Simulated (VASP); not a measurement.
Input of a VASP 6.6.1 run:

File INCAR:

```
  PREC = Accurate
  ENCUT = 520
  EDIFF = 1E-6
  ISMEAR = 0
  SIGMA = 0.05
  LREAL = F
  LASPH = T
  NELM = 150
  ALGO = Normal
  ISIF = 2
  LWAVE = F
  LCHARG = F
  ISPIN = 2
  MAGMOM = 0.65 -0.03
  LORBIT = 11
  LMAXMIX = 4
  LDAU = T
  LDAUTYPE = 2
  LDAUL = 2 -1
  LDAUU = 2 0
  LDAUJ = 0 0
  LDAUPRINT = 1
  GGA = PS
  NBANDS = 21
```

File KPOINTS:

```
Automatic mesh
0
Gamma
  6 6 6
```

File POSCAR:

```
RuS
1.0
    0.0000000000      2.7642955000      2.7642955000
    2.7642955000      0.0000000000      2.7642955000
    2.7642955000      2.7642955000      0.0000000000
Ru S
1 1
Direct
    0.0000000000      0.0000000000      0.0000000000
    0.2500000000      0.2500000000      0.2500000000
```

Potentials or basis: VASP PAW PBE potentials, release 64 (Ru_pv, S).

Command:

```sh
$ cat potpaw_PBE.64/Ru_pv/POTCAR potpaw_PBE.64/S/POTCAR > POTCAR
$ mpirun -np 1 vasp_std > vasp.out
```

Question: What does it give for the net moment?

Answer: 0.60 μB per cell.

Question: Predict the site moments.

Answer: Ru +0.59; S -0.02 μB.

Eigenvalues of the final occupation matrices:
```
    site  spin  trace               eigenvalues
site 1 d     1   3.35  0.62 0.62 0.62 0.74 0.74
site 1 d     2   2.76  0.42 0.42 0.42 0.76 0.76
```

Caveat: the cell stands under tension; an empty level that is flat over the whole mesh can mark a ghost state of the potentials, or a narrow d or f band. The state reached can hang on the start; a lower one may exist.
